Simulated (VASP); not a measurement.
# Mg64O65 (a cell with a defect) in VASP: a series of runs

Mg64O65 (a cell with a defect) is run at these levels: PBE, r2SCAN; tasks: single point.

Program: VASP 6.6.1. These are calculated values, not measurements. Logs are shortened: lines on timing, memory, paths and dates and some standing lists are left out, and cuts for length are marked.

**1. The cell of the first run**

The cell holds a defect, 129 atoms: a = 12.033 Å, b = 12.033 Å, c = 12.033 Å, α = 60.00°, β = 60.00°, γ = 60.00°.

**2. Single point, PBE**

INCAR reads:

```
SYSTEM = Mg64O65
  PREC = Accurate
  ENCUT = 520
  EDIFF = 1E-6
  ISMEAR = -1
  SIGMA = 0.01
  LREAL = Auto
  LASPH = .TRUE.
  NELM = 80
  ALGO = Normal
  ISIF = 2
  LWAVE = .FALSE.
  LCHARG = .FALSE.
  GGA = PE
  NELECT = 520.0
  NBANDS = 329
  LUSENCCL = .FALSE.
```

KPOINTS reads:

```
regular mesh
0
G
  1 1 1
  0 0 0
```

POSCAR reads:

```
Mg64O65
1.0
    0.0000000000      8.5087624600      8.5087624600
    8.5087624600      0.0000000000      8.5087624600
    8.5087624600      8.5087624600      0.0000000000
Mg O
64 65
Direct
    0.0006972224      0.0037565392     -0.0011755529
    0.0002941673      0.0045470772      0.2461071172
    0.0000698691      0.0027533381      0.4983942753
    0.0000689877      0.0044002874      0.7508299862
    0.0017272194      0.2560176653     -0.0042949254
    0.0012531787      0.2527630793      0.2475873560
[... 121 lines left out ...]
    0.8679805124      0.8825017781      0.8793290488
    0.1251542754      0.6253273640      0.7266044891
```

Potentials or basis: VASP PAW PBE potentials, release 64 (Mg, O).

Started as:

```sh
$ cat potpaw_PBE.64/Mg/POTCAR potpaw_PBE.64/O/POTCAR > POTCAR
$ mpirun -np 1 vasp_gam > vasp.out
```

OUTCAR:

```text
SYSTEM = Mg64O65
   PREC = Accurate
   ENCUT = 520
   EDIFF = 1E-6
   ISMEAR = -1
   LREAL = Auto
   LASPH = .TRUE.
   NELM = 80
   ISIF = 2
   GGA = PE
   NELECT = 520.0

 ion  position               nearest neighbor table
   1  0.001  0.004  0.999-  80 2.09  77 2.10  68 2.10 113 2.12 116 2.13 125 2.16  13 2.97   2 2.98
                            17 2.98   4 2.98  20 2.99  53 2.99  14 3.00   8 3.02   5 3.02  50 3.03
   2  0.000  0.005  0.246-  78 2.07  65 2.09 113 2.11  77 2.11 114 2.14 126 2.16  15 2.90  17 2.97
                             1 2.98  54 2.98  18 2.99   6 3.00   5 3.02  50 3.02   3 3.02  30 3.04
   3  0.000  0.003  0.498-  79 2.09  78 2.10  66 2.10 114 2.13 115 2.15 127 2.15  16 2.96  18 2.96
                            19 2.97  55 2.99  15 3.01   7 3.01   6 3.01   2 3.02  51 3.03   4 3.05
   4  0.000  0.004  0.751-  79 2.08  67 2.09 116 2.11  80 2.11 115 2.15 128 2.16  16 2.89  20 2.96
                            56 2.98   1 2.98  19 2.99   7 3.00   8 3.02  49 3.02  32 3.04   3 3.05
   5  0.002  0.256  0.996-  72 2.06 120 2.10 117 2.12  68 2.14  65 2.16 113 2.17  57 2.96  24 2.97
                             8 2.98  21 2.99  53 3.01   6 3.01  54 3.02   2 3.02   1 3.02  17 3.04
   6  0.001  0.253  0.248-  69 2.08 117 2.11  65 2.12 118 2.13  66 2.14 114 2.15  21 2.96  22 2.99
                            58 2.99  54 3.00   2 3.00  10 3.00   5 3.01  55 3.01   3 3.01   7 3.03
   7  0.001  0.252  0.500-  70 2.09 119 2.12  67 2.12 118 2.13  66 2.13 115 2.14  23 2.97  22 2.98
                             4 3.00  59 3.00  56 3.00  55 3.01   3 3.01  10 3.01   8 3.02   6 3.03
   8  0.002  0.256  0.749-  71 2.06 120 2.10 119 2.12  68 2.13  67 2.16 116 2.17  24 2.96  60 2.96
                             5 2.98  23 2.99  53 3.00   4 3.02   1 3.02  56 3.02   7 3.02  11 3.03
   9  0.012  0.512  0.985-  76 2.01 124 2.16  72 2.16  69 2.22 121 2.22 117 2.29 129 2.60  12 2.93
[... 106 lines left out ...]
                            59 2.98  61 2.98  58 2.99  34 2.99  14 3.00  46 3.02  47 3.02  50 3.03
  63  0.746  0.750  0.500- 123 2.07 107 2.09 110 2.11 122 2.11 111 2.14 126 2.16  15 2.90  59 2.97
                            62 2.98  35 2.98  60 2.99  48 3.00  47 3.02  50 3.02  64 3.02  11 3.04
  64  0.748  0.750  0.751- 124 2.09 123 2.10 108 2.10 111 2.13 112 2.15 127 2.15  16 2.96  60 2.96
                            57 2.97  36 2.99  15 3.01  45 3.01  48 3.01  63 3.02  51 3.03  61 3.05
  65  0.125  0.125  0.125-  21 2.09   2 2.09  17 2.12   6 2.12   5 2.16  18 2.16
  66  0.124  0.125  0.376-   3 2.10  22 2.10   7 2.13  18 2.13  19 2.14   6 2.14
  67  0.125  0.125  0.626-   4 2.09  23 2.09   7 2.12  20 2.13  19 2.16   8 2.16
  68  0.126  0.125  0.875-  24 2.10   1 2.10  17 2.13   8 2.13   5 2.14  20 2.14
  69  0.128  0.370  0.129-   6 2.08  22 2.09  21 2.11  10 2.14  25 2.15   9 2.22
  70  0.127  0.371  0.375-   7 2.09  22 2.10  23 2.11  10 2.14  26 2.15  11 2.19
  71  0.132  0.367  0.623-   8 2.06  23 2.07  24 2.10  11 2.14  27 2.15  12 2.30
  72  0.133  0.366  0.878-   5 2.06  21 2.08  24 2.09  28 2.15   9 2.16  12 2.23
  73  0.125  0.625  0.130-  14 2.06  26 2.06  29 2.11  10 2.11  13 2.12  25 2.12
  74  0.125  0.625  0.347-  14 1.94  26 1.94  11 2.05  30 2.05  15 2.40  27 2.40
  75  0.125  0.625  0.543-  15 1.81  27 1.82  31 1.98  12 1.98
  76  0.125  0.625  0.918-  13 1.89  25 1.89  32 2.01   9 2.01  16 2.62  28 2.62
  77  0.123  0.879  0.123-  17 2.09   1 2.10   2 2.11  29 2.14  14 2.15  30 2.19
  78  0.118  0.884  0.371-  18 2.06   2 2.07   3 2.10  30 2.14  15 2.15  31 2.30
  79  0.117  0.884  0.627-  19 2.06   4 2.08   3 2.09  16 2.15  32 2.16  31 2.23
  80  0.122  0.880  0.877-  20 2.08   1 2.09   4 2.11  29 2.14  13 2.15  32 2.22
  81  0.376  0.123  0.127-  21 2.11  34 2.11  33 2.11  22 2.13  37 2.14  18 2.17
[... 46 lines left out ...]
 128  0.868  0.883  0.879-  16 1.97  49 2.06  52 2.13   4 2.16  61 2.16  13 2.20
 129  0.125  0.625  0.727-  16 1.81  28 1.81  31 2.05  12 2.05   9 2.60  32 2.60

  LATTYP: Found a face centered cubic cell.
 ALAT       =    17.0175249200

  Lattice vectors:

 A1 = (   0.0000000000,   8.5087624600,   8.5087624600)
 A2 = (   8.5087624600,   0.0000000000,   8.5087624600)
 A3 = (   8.5087624600,   8.5087624600,   0.0000000000)

Analysis of symmetry for initial positions (statically):
=====================================================================
 Subroutine PRICEL returns:
 Original cell was already a primitive cell.

 Routine SETGRP: Setting up the symmetry group for a
 face centered cubic supercell.

 Subroutine GETGRP returns: Found  2 space group operations
 (whereof  1 operations were pure point group operations)
 out of a pool of 48 trial point group operations.

The static configuration has the point symmetry C_1 .
 The point group associated with its full space group is C_1h.

Analysis of symmetry for dynamics (positions and initial velocities):
=====================================================================
 Subroutine PRICEL returns:
 Original cell was already a primitive cell.

 Routine SETGRP: Setting up the symmetry group for a
 face centered cubic supercell.

[... 22 lines left out ...]
  length of vectors
    12.033207270 12.033207270 12.033207270     0.101780418  0.101780418  0.101780418

  position of ions in fractional coordinates (direct lattice)
     0.000697222  0.003756539  0.998824447
     0.000294167  0.004547077  0.246107117
     0.000069869  0.002753338  0.498394275
     0.000068988  0.004400287  0.750829986
     0.001727219  0.256017665  0.995705075
     0.001253179  0.252763079  0.247587356
[... 121 lines left out ...]
     0.867980512  0.882501778  0.879329049
     0.125154275  0.625327364  0.726604489

  ion indices of the primitive-cell ions
   primitive index   ion index
                 1           1
                 2           2
                 3           3
                 4           4
                 5           5
                 6           6
[... 17 lines left out ...]
                24          24
                25          25
   k-points           NKPTS =      1   k-points in BZ     NKDIM =      1   number of bands    NBANDS=    329
   number of dos      NEDOS =    301   number of ions     NIONS =    129
   total plane-waves  NPLWV = 729000
   dimension x,y,z NGX =    90 NGY =   90 NGZ =   90
   dimension x,y,z NGXF=   180 NGYF=  180 NGZF=  180
   ions per type =              64  65
   NGX,Y,Z   is equivalent  to a cutoff of  12.43, 12.43, 12.43 a.u.
   NGXF,Y,Z  is equivalent  to a cutoff of  24.87, 24.87, 24.87 a.u.
 SYSTEM =  Mg64O65
   PREC   = accura    normal or accurate (medium, high low for compatibility)
   ISTART =      0    job   : 0-new  1-cont  2-samecut
   ICHARG =      2    charge: 1-file 2-atom 10-const
   ISPIN  =      1    spin polarized calculation?
   LNONCOLLINEAR =      F non collinear calculations
   LSORBIT =      F    spin-orbit coupling
   LASPH  =      T    aspherical Exc in radial PAW
   ENCUT  =  520.0 eV  38.22 Ry    6.18 a.u.  22.37 22.37 22.37*2*pi/ulx,y,z
   NELM   =     80;   NELMIN=  2; NELMDL= -5     # of ELM steps
   EDIFF  = 0.1E-05   stopping-criterion for ELM
   LREAL  =      T    real-space projection
   EDIFFG = 0.1E-04   stopping-criterion for IOM
   NSW    =      0    number of steps for IOM
   IBRION =     -1    ionic relax: 0-MD 1-quasi-New 2-CG
   NFREE  =      0    steps in history (QN), initial steepest desc. (CG)
   ISIF   =      2    stress and relaxation
   ISYM   =      2    0-nonsym 1-usesym 2-fastsym
   POTIM  = 0.5000    time-step for ionic-motion
   TEBEG  =    0.0;   TEEND  =   0.0 temperature during run
   PSTRESS=    0.0 pullay stress
   NELECT =     520.0000    total number of electrons
   NUPDOWN=      -1.0000    fix difference up-down
   EMIN   =  10.00;   EMAX   =-10.00  energy-range for DOS
   EFERMI =   0.00;   METHOD = LEGACY
   ISMEAR =    -1;   SIGMA  =   0.01  broadening in eV -4-tet -1-fermi 0-gaus
   EFERMI_NEDOS =   21; number of points for ismear=-14 and -15
   IALGO  =     38    algorithm
   IMIX   =      4    mixing-type and parameters
     AMIX     =   0.40;   BMIX     =  1.00
     AMIX_MAG =   1.60;   BMIX_MAG =  1.00
  volume/ion in A,a.u.               =       9.55        64.45
  Fermi-wavevector in a.u.,A,eV,Ry     =   1.228003  2.320590 20.517479  1.507992
  Thomas-Fermi vector in A             =   2.362945
   LORBIT       =      0    0 simple, 1 ext, 2 COOP (PROOUT), +10 PAW based schemes
   GGA     = PE    functional components
   LHFCALC =     F    Hartree Fock is set to
   AEXX    =    0.0000 exact exchange contribution
   IVDW    =     0    specifies the selected vdW correction
   LEPSILON=     F    determine dielectric tensor
   LRPA    =     F    only Hartree local field effects (RPA)
 non-spin polarized calculation
  energy-cutoff  :      520.00
  volume of cell :     1232.05
 maximum number of plane-waves:     16612
 NGX is ok and might be reduce to    90
   NGX = 45   NGY = 45   NGZ = 45

 number of electron     519.9999974 magnetization

 Free energy of the ion-electron system (eV)
  ---------------------------------------------------
  ext. energy  EPLUGINS =         0.00000000
  ---------------------------------------------------
  free energy    TOTEN  =      -750.74123756 eV

  energy without entropy =     -750.74123756  energy(sigma->0) =     -750.74123756

 E-fermi :   6.8436     XC(G=0): -10.9833

 val. band max:        6.5815704947   @ k =   0.0000   0.0000   0.0000
 cond. band min:       7.4584335028   @ k =   0.0000   0.0000   0.0000
 fundamental gap:      0.8768630081
 Fermi energy:         6.8436212840

 k-point     1 :       0.0000    0.0000    0.0000
  band No.  band energies     occupation
      1     -14.2070      2.00000
      2     -13.7428      2.00000
      3     -13.7318      2.00000
      4     -13.7232      2.00000
      5     -13.6296      2.00000
      6     -13.6189      2.00000
[... 264 lines left out ...]
    271      10.6769      0.00000
    272      10.7272      0.00000
 [bands above 272 left out]

------------------------ aborting loop because EDIFF is reached ----------------------------------------

  FORCE on cell =-STRESS in cart. coord.  units (eV):
  Direction    XX          YY          ZZ          XY          YZ          ZX
  --------------------------------------------------------------------------------------
  -------------------------------------------------------------------------------------
  Total       43.2234466     43.2162593     19.2033348      4.5770479      0.0000000      0.0000000
  in kB       56.2083430     56.1989964     24.9722711      5.9520538      0.0000000      0.0000000
  external PRESSURE =      45.7932035 kB  Pullay stress =       0.0000000 kB

 VOLUME and BASIS-vectors are now :
 -----------------------------------------------------------------------------
  energy-cutoff  :      520.00
  volume of cell :     1232.05
      direct lattice vectors                 reciprocal lattice vectors
     0.000000000  8.508762460  8.508762460    -0.058762952  0.058762952  0.058762952
     8.508762460  0.000000000  8.508762460     0.058762952 -0.058762952  0.058762952
     8.508762460  8.508762460  0.000000000     0.058762952  0.058762952 -0.058762952

 POSITION                                       TOTAL-FORCE (eV/Angst)
 -----------------------------------------------------------------------------------
      8.53072      8.50469      0.03790        -0.005540      0.004401      0.006139
      2.13276      2.09657      0.04119        -0.004135      0.006386      0.004382
      4.26415      4.24131      0.02402        -0.005332      0.005324     -0.000620
      6.42608      6.38922      0.03803        -0.006034      0.003628      0.002405
     10.65061      8.48691      2.19309        -0.004357      0.004160      0.005216
      4.25736      2.11733      2.16136        -0.001300      0.003505      0.002464
[... 121 lines left out ...]
     14.99100     14.86744     14.89444         0.012357     -0.010347      0.000000
     11.50327      7.24741      6.38567        -0.035232     -0.009245      0.000000
 -----------------------------------------------------------------------------------
    total drift:                               -0.004115      0.000970      0.049985

  FREE ENERGIE OF THE ION-ELECTRON SYSTEM (eV)
  ---------------------------------------------------
  free  energy   TOTEN  =      -750.7412375564 eV

  energy  without entropy=     -750.7412375564  energy(sigma->0) =     -750.74123756
```

It took 1.9 min on 1 × NVIDIA H100 80GB with 1 thread of Intel Xeon Platinum 8481C at 2.70GHz (Sapphire Rapids), shared host; peak memory 1.9 GiB.

What came out:

```yaml
Free_energy: -750.7412 eV
Largest_force: 0.036 eV/Å
```

Forces in eV/Å, atoms in the order of the input:
```
Mg  -0.006  0.004  0.006
Mg  -0.004  0.006  0.004
Mg  -0.005  0.005 -0.001
Mg  -0.006  0.004  0.002
Mg  -0.004  0.004  0.005
Mg  -0.001  0.004  0.002
Mg  -0.001  0.001  0.003
Mg  -0.004  0.002  0.006
Mg   0.000 -0.002  0.018
Mg   0.000 -0.001  0.011
Mg   0.005  0.005  0.020
Mg  -0.001  0.000  0.029
Mg  -0.012  0.008  0.000
Mg  -0.007  0.011  0.000
Mg   0.009  0.012  0.000
Mg   0.000  0.016  0.000
Mg   0.001 -0.002 -0.004
Mg   0.001 -0.004 -0.007
Mg   0.004 -0.004 -0.006
Mg   0.004 -0.001 -0.004
Mg   0.004 -0.006 -0.004
Mg   0.005 -0.006 -0.007
Mg   0.007 -0.005 -0.006
Mg   0.006 -0.007 -0.001
Mg   0.010 -0.015  0.000
Mg   0.013 -0.008  0.000
Mg   0.023  0.005  0.000
Mg   0.023 -0.014  0.000
Mg   0.000 -0.001 -0.011
Mg   0.005  0.005 -0.020
Mg  -0.001  0.000 -0.029
Mg   0.000 -0.002 -0.018
Mg  -0.002 -0.001 -0.001
Mg  -0.002 -0.001 -0.002
Mg   0.002  0.003 -0.002
Mg   0.000  0.001  0.000
Mg  -0.004 -0.003  0.000
Mg   0.002  0.002  0.000
Mg   0.002  0.006  0.000
Mg  -0.007  0.001  0.000
Mg   0.005 -0.006  0.007
Mg   0.007 -0.005  0.006
Mg   0.006 -0.007  0.001
Mg   0.004 -0.006  0.004
Mg  -0.001  0.001 -0.003
Mg  -0.004  0.002 -0.006
Mg  -0.004  0.004 -0.005
Mg  -0.001  0.004 -0.002
Mg  -0.005 -0.004  0.000
Mg   0.002  0.004  0.000
Mg   0.005  0.003  0.000
Mg   0.000 -0.004  0.000
Mg  -0.002 -0.001  0.002
Mg   0.002  0.003  0.002
Mg   0.000  0.001  0.000
Mg  -0.002 -0.001  0.001
Mg   0.004 -0.004  0.006
Mg   0.004 -0.001  0.004
Mg   0.001 -0.002  0.004
Mg   0.001 -0.004  0.007
Mg  -0.006  0.004 -0.002
Mg  -0.006  0.004 -0.006
Mg  -0.004  0.006 -0.004
Mg  -0.005  0.005  0.001
O   -0.001  0.000  0.001
O   -0.001  0.001  0.003
O   -0.002  0.000  0.001
O   -0.002  0.002 -0.002
O   -0.004  0.006  0.000
O   -0.008  0.004  0.000
O   -0.012  0.007 -0.003
O   -0.004  0.007 -0.002
O   -0.003  0.000  0.000
O   -0.008 -0.003  0.000
O   -0.013  0.007  0.000
O   -0.008  0.002  0.000
O    0.003 -0.008  0.003
O    0.007 -0.011  0.008
O    0.005 -0.004  0.009
O    0.005 -0.001  0.003
O    0.002  0.003  0.002
O   -0.001  0.002  0.004
O   -0.003 -0.004  0.001
O    0.005  0.002  0.001
O   -0.001  0.004  0.000
O   -0.008  0.003  0.000
O   -0.008  0.008  0.000
O   -0.011  0.007  0.000
O   -0.008  0.004  0.000
O   -0.012  0.007  0.003
O   -0.004  0.007  0.002
O   -0.004  0.006  0.000
O    0.001 -0.002  0.002
O    0.006  0.001  0.005
O   -0.002 -0.005 -0.001
O    0.001 -0.001  0.001
O    0.005  0.004  0.000
O   -0.003 -0.006  0.000
O   -0.002 -0.003  0.000
O    0.004  0.002  0.000
O   -0.001  0.002 -0.004
O   -0.003 -0.004 -0.001
O    0.005  0.002 -0.001
O    0.002  0.003 -0.002
O   -0.002  0.000 -0.001
O   -0.002  0.002  0.002
O   -0.001  0.000 -0.001
O   -0.001  0.001 -0.003
O    0.005  0.001  0.002
O    0.003 -0.002  0.005
O   -0.003 -0.004  0.000
O    0.004  0.002  0.000
O    0.003 -0.002 -0.005
O   -0.003 -0.004  0.000
O    0.004  0.002  0.000
O    0.005  0.001 -0.002
O   -0.002 -0.005  0.001
O    0.001 -0.001 -0.001
O    0.001 -0.002 -0.002
O    0.006  0.001 -0.005
O    0.005 -0.001 -0.003
O    0.003 -0.008 -0.003
O    0.007 -0.011 -0.008
O    0.005 -0.004 -0.009
O    0.006 -0.001  0.000
O    0.004 -0.011  0.000
O    0.009 -0.010  0.000
O    0.012 -0.010  0.000
O   -0.035 -0.009  0.000
```

Caveat: the k points lie up to 0.64 Å⁻¹ apart; the cell carries a net charge on a neutralising background, which shifts energy and pressure; the cell is charged against a uniform background, so pressure and absolute levels hang on convention.

(Part 1 of 2 ends here.)
